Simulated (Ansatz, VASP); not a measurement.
# Nb in VASP and in Ansatz

Contents of INCAR:

```
SYSTEM = Nb
ALGO = Fast
EDIFF = 1E-6
EDIFFG = -0.04
ENCUT = 600
GGA = PE
IBRION = 2
ISIF = 3
ISMEAR = 0
LASPH = .TRUE.
LCHARG = .FALSE.
LREAL = .FALSE.
LWAVE = .FALSE.
NELM = 100
NSW = 90
PREC = Accurate
SIGMA = 0.1
```

File KPOINTS:

```
k-points
0
G
  4 4 4
  0 0 0
```

File POSCAR:

```
Nb
1.0
    4.3943423412      0.0000000000      0.0000000000
    0.0000000000      4.3943423412      0.0000000000
    0.0000000000      0.0000000000      4.3943423412
Nb
4
Direct
    0.0300000000      0.0300000000      0.0300000000
    0.4700000000      0.9700000000      0.5300000000
    0.5300000000      0.4700000000      0.9700000000
    0.9700000000      0.5300000000      0.4700000000
```

Input for Ansatz:

```yaml
crystal:
  lattice:
    - [4.3943423412, 0.0, 0.0]
    - [0.0, 4.3943423412, 0.0]
    - [0.0, 0.0, 4.3943423412]
  atoms:
    - { symbol: Nb, position: [0.03, 0.03, 0.03] }
    - { symbol: Nb, position: [0.47, 0.97, 0.53] }
    - { symbol: Nb, position: [0.53, 0.47, 0.97] }
    - { symbol: Nb, position: [0.97, 0.53, 0.47] }
basis:
  ecutwfc: 420
kpoints:
  mp_grid: { grid: [4, 4, 4] }
hamiltonian:
  xc: pbe
scf:
  occupations: { method: gaussian, width: 0.1 }
  lower_state_search: "off"
output:
  forces: true
  stress: true
  eigenvalues: true
relax:
  adjacent_minimum: "off"
  f_tol: 0.04
  max_steps: 70
  cell: { stress_tol: 0.4 }
```

Alike in both runs: task relaxation of cell and atoms; functional PBE; k mesh 4 × 4 × 4; occupations gaussian, width 0.1 eV; no spin polarisation.

|  | VASP | Ansatz |
| --- | --- | --- |
| version | VASP 6.6.1 | Ansatz 0.2.0 |
| potentials or method | VASP PAW PBE potentials, release 64 (Nb_sv), cutoff 600 eV | scalar-relativistic, plane waves, PAW |
| valence electrons in the cell | 52 | 52 |

```csv
,VASP,Ansatz,Ansatz less VASP
"gap on the k mesh at the Fermi level, each at its own relaxed structure (eV)",none,none,-
relaxed volume (Å³/atom),18.53,18.56,+0.030
relaxed cell length with the largest relative difference (Å),4.201,4.203,+0.0023
```

A gap of «none» marks a metal or a gap that the smearing closes.
